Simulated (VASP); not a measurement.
# Sn3Te (Pm-3m) in VASP: a series of runs

Runs on Sn3Te. Level: PBE. Tasks: single point, relaxation of cell and atoms.

All numbers are computed with VASP 6.6.1; they aren't measurements. Logs are shortened: lines on timing, memory, paths and dates and some standing lists are left out, and cuts for length are marked.

### Step 1. The cell of the first run

The structure is cubic, space group Pm-3m (No. 221). Conventional cell: a = 4.865 Å, b = 4.865 Å, c = 4.865 Å, α = 90.00°, β = 90.00°, γ = 90.00°. Sn (site symmetry 4/mmm) has 8 Sn at 3.44 Å and 4 Te at 3.44 Å within 4.5 Å. Te (site symmetry m-3m) has 12 Sn at 3.44 Å within 4.5 Å.

The cell was built from a structure type or drawn by symmetry, and may not be a known phase.

### Step 2. Single point, PBE

INCAR

```
  PREC = Accurate
  ENCUT = 520
  EDIFF = 1E-6
  ISMEAR = 0
  SIGMA = 0.1
  LREAL = False
  LASPH = True
  NELM = 60
  ALGO = Fast
  ISIF = 2
  LWAVE = False
  LCHARG = False
  GGA = PE
  NBANDS = 32
```

KPOINTS

```
regular mesh
0
Gamma
  4 4 4
```

POSCAR

```
Sn3Te
1.0
    4.8651547182      0.0000000000      0.0000000000
    0.0000000000      4.8651547182      0.0000000000
    0.0000000000      0.0000000000      4.8651547182
Sn Te
3 1
Direct
    0.5000000000      0.0000000000      0.0000000000
    0.0000000000      0.5000000000      0.0000000000
    0.0000000000      0.0000000000      0.5000000000
    0.5000000000      0.5000000000      0.5000000000
```

Potentials or basis: VASP PAW PBE potentials, release 64 (Sn_d, Te).

Run with:

```sh
> cat potpaw_PBE.64/Sn_d/POTCAR potpaw_PBE.64/Te/POTCAR > POTCAR
> mpirun -np 1 vasp_std > vasp.out
```

OUTCAR:

```text
PREC = Accurate
   ENCUT = 520
   EDIFF = 1E-6
   ISMEAR = 0
   LREAL = False
   LASPH = True
   NELM = 60
   ISIF = 2
   GGA = PE

 ion  position               nearest neighbor table
   1  0.500  0.000  0.000-   2 3.44   3 3.44   4 3.44   3 3.44   4 3.44   2 3.44   4 3.44   4 3.44
                             2 3.44   3 3.44   3 3.44   2 3.44
   2  0.000  0.500  0.000-   1 3.44   3 3.44   4 3.44   3 3.44   4 3.44   1 3.44   3 3.44   3 3.44
                             1 3.44   4 3.44   4 3.44   1 3.44
   3  0.000  0.000  0.500-   1 3.44   2 3.44   4 3.44   1 3.44   2 3.44   2 3.44   4 3.44   2 3.44
                             1 3.44   4 3.44   1 3.44   4 3.44
   4  0.500  0.500  0.500-   1 3.44   2 3.44   3 3.44   1 3.44   2 3.44   1 3.44   3 3.44   1 3.44
                             2 3.44   3 3.44   2 3.44   3 3.44

  LATTYP: Found a simple cubic cell.
 ALAT       =     4.8651547182

  Lattice vectors:

 A1 = (   4.8651547182,   0.0000000000,   0.0000000000)
 A2 = (   0.0000000000,   4.8651547182,   0.0000000000)
 A3 = (   0.0000000000,   0.0000000000,   4.8651547182)

Analysis of symmetry for initial positions (statically):
=====================================================================
 Subroutine PRICEL returns:
 Original cell was already a primitive cell.

 Routine SETGRP: Setting up the symmetry group for a
 simple cubic supercell.

 Subroutine GETGRP returns: Found 48 space group operations
 (whereof 48 operations were pure point group operations)
 out of a pool of 48 trial point group operations.

The static configuration has the point symmetry O_h .

Analysis of symmetry for dynamics (positions and initial velocities):
=====================================================================
 Subroutine PRICEL returns:
 Original cell was already a primitive cell.

 Routine SETGRP: Setting up the symmetry group for a
 simple cubic supercell.

 Subroutine GETGRP returns: Found 48 space group operations
 (whereof 48 operations were pure point group operations)
 out of a pool of 48 trial point group operations.

The dynamic configuration has the point symmetry O_h .

 Subroutine INISYM returns: Found 48 space group operations
 (whereof 48 operations are pure point group operations),
 and found     1 'primitive' translations

----------------------------------------------------------------------------------------

                                     Primitive cell

  volume of cell :     115.1569

  direct lattice vectors                    reciprocal lattice vectors
     4.865154718  0.000000000  0.000000000     0.205543309  0.000000000  0.000000000
     0.000000000  4.865154718  0.000000000     0.000000000  0.205543309  0.000000000
     0.000000000  0.000000000  4.865154718     0.000000000  0.000000000  0.205543309

  length of vectors
     4.865154718  4.865154718  4.865154718     0.205543309  0.205543309  0.205543309

  position of ions in fractional coordinates (direct lattice)
     0.500000000  0.000000000  0.000000000
     0.000000000  0.500000000  0.000000000
     0.000000000  0.000000000  0.500000000
     0.500000000  0.500000000  0.500000000

  ion indices of the primitive-cell ions
   primitive index   ion index
                 1           1
                 2           2
                 3           3
                 4           4

----------------------------------------------------------------------------------------

 KPOINTS: regular mesh

Automatic generation of k-mesh.
 Grid dimensions read from file:
 generate k-points for:    4    4    4

 Generating k-lattice:

  Cartesian coordinates                     Fractional coordinates (reciprocal lattice)
     0.051385827  0.000000000  0.000000000     0.250000000  0.000000000  0.000000000
     0.000000000  0.051385827  0.000000000     0.000000000  0.250000000  0.000000000
     0.000000000  0.000000000  0.051385827     0.000000000  0.000000000  0.250000000

  Length of vectors
     0.051385827  0.051385827  0.051385827

  Shift w.r.t. Gamma in fractional coordinates (k-lattice)
     0.000000000  0.000000000  0.000000000

 Subroutine IBZKPT returns following result:
 ===========================================

 Found     10 irreducible k-points:

 Following reciprocal coordinates:
            Coordinates               Weight
  0.000000  0.000000  0.000000      1.000000
  0.250000  0.000000  0.000000      6.000000
  0.500000  0.000000  0.000000      3.000000
  0.250000  0.250000  0.000000     12.000000
  0.500000  0.250000  0.000000     12.000000
  0.500000  0.500000  0.000000      3.000000
  0.250000  0.250000  0.250000      8.000000
  0.500000  0.250000  0.250000     12.000000
  0.500000  0.500000  0.250000      6.000000
  0.500000  0.500000  0.500000      1.000000
   k-points           NKPTS =     10   k-points in BZ     NKDIM =     10   number of bands    NBANDS=     32
   number of dos      NEDOS =    301   number of ions     NIONS =      4
   total plane-waves  NPLWV =  46656
   dimension x,y,z NGX =    36 NGY =   36 NGZ =   36
   dimension x,y,z NGXF=    72 NGYF=   72 NGZF=   72
   ions per type =               3   1
   NGX,Y,Z   is equivalent  to a cutoff of  12.30, 12.30, 12.30 a.u.
   NGXF,Y,Z  is equivalent  to a cutoff of  24.60, 24.60, 24.60 a.u.
 SYSTEM =  unknown system
   PREC   = accura    normal or accurate (medium, high low for compatibility)
   ISTART =      0    job   : 0-new  1-cont  2-samecut
   ICHARG =      2    charge: 1-file 2-atom 10-const
   ISPIN  =      1    spin polarized calculation?
   LNONCOLLINEAR =      F non collinear calculations
   LSORBIT =      F    spin-orbit coupling
   LASPH  =      T    aspherical Exc in radial PAW
   ENCUT  =  520.0 eV  38.22 Ry    6.18 a.u.   9.05  9.05  9.05*2*pi/ulx,y,z
   NELM   =     60;   NELMIN=  2; NELMDL= -5     # of ELM steps
   EDIFF  = 0.1E-05   stopping-criterion for ELM
   LREAL  =      F    real-space projection
   EDIFFG = 0.1E-04   stopping-criterion for IOM
   NSW    =      0    number of steps for IOM
   IBRION =     -1    ionic relax: 0-MD 1-quasi-New 2-CG
   NFREE  =      0    steps in history (QN), initial steepest desc. (CG)
   ISIF   =      2    stress and relaxation
   ISYM   =      2    0-nonsym 1-usesym 2-fastsym
   POTIM  = 0.5000    time-step for ionic-motion
   TEBEG  =    0.0;   TEEND  =   0.0 temperature during run
   PSTRESS=    0.0 pullay stress
   NELECT =      48.0000    total number of electrons
   NUPDOWN=      -1.0000    fix difference up-down
   EMIN   =  10.00;   EMAX   =-10.00  energy-range for DOS
   EFERMI =   0.00;   METHOD = LEGACY
   ISMEAR =     0;   SIGMA  =   0.10  broadening in eV -4-tet -1-fermi 0-gaus
   EFERMI_NEDOS =   21; number of points for ismear=-14 and -15
   IALGO  =     68    algorithm
   IMIX   =      4    mixing-type and parameters
     AMIX     =   0.40;   BMIX     =  1.00
     AMIX_MAG =   1.60;   BMIX_MAG =  1.00
  volume/ion in A,a.u.               =      28.79       194.28
  Fermi-wavevector in a.u.,A,eV,Ry     =   1.222903  2.310951 20.347392  1.495491
  Thomas-Fermi vector in A             =   2.358033
   LORBIT       =      0    0 simple, 1 ext, 2 COOP (PROOUT), +10 PAW based schemes
   GGA     = PE    functional components
   LHFCALC =     F    Hartree Fock is set to
   AEXX    =    0.0000 exact exchange contribution
   IVDW    =     0    specifies the selected vdW correction
   LEPSILON=     F    determine dielectric tensor
   LRPA    =     F    only Hartree local field effects (RPA)
 non-spin polarized calculation
 RMM-DIIS sequential band-by-band and
 Gauss-broadening in eV      SIGMA  =   0.10
  energy-cutoff  :      520.00
  volume of cell :      115.16
 maximum number of plane-waves:      3136
   NGX = 19   NGY = 19   NGZ = 19

 number of electron      48.0000022 magnetization

 Free energy of the ion-electron system (eV)
  ---------------------------------------------------
  ext. energy  EPLUGINS =         0.00000000
  ---------------------------------------------------
  free energy    TOTEN  =       -14.34503761 eV

  energy without entropy =      -14.33792298  energy(sigma->0) =      -14.34148030

 E-fermi :   7.6870     XC(G=0): -10.0693

 val. band max:        7.5347948070   @ k =   0.5000   0.5000   0.0000
 cond. band min:       7.7053699443   @ k =   0.5000   0.5000   0.0000
 fundamental gap:      0.1705751374
 Fermi energy:         7.6870212726

 k-point     1 :       0.0000    0.0000    0.0000
  band No.  band energies     occupation
      1     -14.0713      2.00000
      2     -14.0713      2.00000
      3     -14.0713      2.00000
      4     -14.0476      2.00000
      5     -14.0476      2.00000
      6     -14.0331      2.00000
[... 24 lines left out ...]
     31      12.4433      0.00000
     32      12.8267      0.00000

 k-point     2 :       0.2500    0.0000    0.0000
  band No.  band energies     occupation
      1     -14.0668      2.00000
      2     -14.0479      2.00000
      3     -14.0479      2.00000
      4     -14.0463      2.00000
      5     -14.0341      2.00000
      6     -14.0177      2.00000
[... 24 lines left out ...]
     31      12.6059      0.00000
     32      12.9820      0.00000

 k-point     3 :       0.5000    0.0000    0.0000
  band No.  band energies     occupation
      1     -14.0615      2.00000
      2     -14.0450      2.00000
      3     -14.0164      2.00000
      4     -14.0164      2.00000
      5     -14.0131      2.00000
      6     -14.0067      2.00000
[... 24 lines left out ...]
     31      11.2541      0.00000
     32      13.8098      0.00000

 k-point     4 :       0.2500    0.2500    0.0000
  band No.  band energies     occupation
      1     -14.0499      2.00000
      2     -14.0495      2.00000
      3     -14.0395      2.00000
      4     -14.0368      2.00000
      5     -14.0184      2.00000
      6     -14.0116      2.00000
[... 164 lines left out ...]
     31      11.9544      0.00000
     32      14.9331      0.00000

 k-point     9 :       0.5000    0.5000    0.2500
  band No.  band energies     occupation
      1     -14.0490      2.00000
      2     -14.0427      2.00000
      3     -14.0427      2.00000
      4     -14.0307      2.00000
      5     -14.0085      2.00000
      6     -14.0055      2.00000
[... 24 lines left out ...]
     31      12.8738      0.00000
     32      15.2479      0.00000

 k-point    10 :       0.5000    0.5000    0.5000
  band No.  band energies     occupation
      1     -14.0597      2.00000
      2     -14.0460      2.00000
      3     -14.0460      2.00000
      4     -14.0460      2.00000
      5     -14.0171      2.00000
      6     -14.0171      2.00000
[... 24 lines left out ...]
     31      13.0387      0.00000
     32      15.4106      0.00000

------------------------ aborting loop because EDIFF is reached ----------------------------------------

  FORCE on cell =-STRESS in cart. coord.  units (eV):
  Direction    XX          YY          ZZ          XY          YZ          ZX
  --------------------------------------------------------------------------------------
  -------------------------------------------------------------------------------------
  Total       -0.0566430     -0.0566430     -0.0566430      0.0000000      0.0000000      0.0000000
  in kB       -0.7880740     -0.7880740     -0.7880740      0.0000000      0.0000000      0.0000000
  external PRESSURE =      -0.7880740 kB  Pullay stress =       0.0000000 kB

 VOLUME and BASIS-vectors are now :
 -----------------------------------------------------------------------------
  energy-cutoff  :      520.00
  volume of cell :      115.16
      direct lattice vectors                 reciprocal lattice vectors
     4.865154718  0.000000000  0.000000000     0.205543309  0.000000000  0.000000000
     0.000000000  4.865154718  0.000000000     0.000000000  0.205543309  0.000000000
     0.000000000  0.000000000  4.865154718     0.000000000  0.000000000  0.205543309

 POSITION                                       TOTAL-FORCE (eV/Angst)
 -----------------------------------------------------------------------------------
      2.43258      0.00000      0.00000         0.000000      0.000000      0.000000
      0.00000      2.43258      0.00000         0.000000      0.000000      0.000000
      0.00000      0.00000      2.43258         0.000000      0.000000      0.000000
      2.43258      2.43258      2.43258         0.000000      0.000000      0.000000
 -----------------------------------------------------------------------------------
    total drift:                                0.000000      0.000000     -0.000000

  FREE ENERGIE OF THE ION-ELECTRON SYSTEM (eV)
  ---------------------------------------------------
  free  energy   TOTEN  =       -14.3450376137 eV

  energy  without entropy=      -14.3379229839  energy(sigma->0) =      -14.34148030
```

Wall time 43 s (1 thread of Intel Xeon 8259CL, shared host); peak memory 0.21 GiB.

What came out:

| Property | Result |
| --- | --- |
| Free energy | -14.3450 eV |
| Pressure | -0.1 GPa |
| Band gap on the k mesh | zero (bands 24 and 25 overlap by 3.21 eV) |

Levels at points of the mesh, in eV from the Fermi level:
| k point | band 22 | band 23 | band 24 | band 25 | band 26 | band 27 |
| --- | --- | --- | --- | --- | --- | --- |
| (0.00, 0.00, 0.00) | -4.23 | 0.36 | 0.36 | 0.36 | 1.86 | 1.86 |
| (0.50, 0.00, 0.00) | -1.80 | -1.80 | -1.54 | -0.39 | 1.79 | 2.05 |
| (0.50, 0.50, 0.00) | -1.96 | -1.95 | -0.80 | -0.15 | -0.15 | 0.02 |
| (0.50, 0.50, 0.50) | -5.21 | -4.41 | 2.82 | 2.82 | 2.82 | 5.31 |

Caveat: spin-orbit coupling is left out, which moves the levels of the heavy elements.

### Step 3. Single point, PBE

This run uses another cell than the first one, of 32.83 Å³/atom.

INCAR

```
PREC     = Accurate       # precision mode
ENCUT    = 520            # plane-wave cutoff, eV
EDIFF    = 1E-6           # SCF threshold, eV
ISMEAR   = 0              # smearing method
SIGMA    = 0.1            # smearing width, eV
LREAL    = False          # projectors in reciprocal space
LASPH    = True           # aspherical terms in the spheres
NELM     = 80             # most SCF steps
ALGO     = Normal         # electronic algorithm
ISIF     = 2              # what is computed and relaxed
LWAVE    = False          # write WAVECAR
LCHARG   = False          # write CHGCAR
GGA      = PE             # functional
NBANDS   = 32             # bands
```

KPOINTS

```
Automatic mesh
0
Gamma
  4 4 4
```

POSCAR

```
Sn3Te
1.0
    5.0830903100      0.0000000000      0.0000000000
    0.0000000000      5.0830903100      0.0000000000
    0.0000000000      0.0000000000      5.0830903100
Sn Te
3 1
Direct
    0.5000000000      0.0000000000      0.0000000000
    0.0000000000      0.5000000000      0.0000000000
    0.0000000000      0.0000000000      0.5000000000
    0.5000000000      0.5000000000      0.5000000000
```

Potentials or basis: VASP PAW PBE potentials, release 64 (Sn_d, Te).

Run with:

```sh
> cat potpaw_PBE.64/Sn_d/POTCAR potpaw_PBE.64/Te/POTCAR > POTCAR
> mpirun -np 1 vasp_std > vasp.out
```

Wall time 58 s (1 thread of Intel Xeon 8259CL, shared host); peak memory 0.25 GiB.

The run converged. Its results:

- Free energy: -14.1189 eV
- Pressure: -3.9 GPa
- Band gap on the k mesh: zero (bands 24 and 25 overlap by 2.55 eV)

Levels at points of the mesh, in eV from the Fermi level:
```tsv
k point	band 21	band 22	band 23	band 24	band 25	band 26	band 27	band 28
(0.00, 0.00, 0.00)	-3.55	-3.55	0.42	0.42	0.42	1.81	1.81	1.81
(0.50, 0.00, 0.00)	-2.58	-1.38	-1.38	-1.25	-0.03	1.43	1.57	2.13
(0.50, 0.50, 0.00)	-1.86	-1.86	-1.66	-0.77	0.10	0.10	0.22	3.00
(0.50, 0.50, 0.50)	-4.39	-4.39	-3.69	2.44	2.44	2.44	4.70	4.70
```

Caveat: the cell stands under tension; spin-orbit coupling is left out, which moves the levels of the heavy elements.

(Continued in part 2 of 3.)
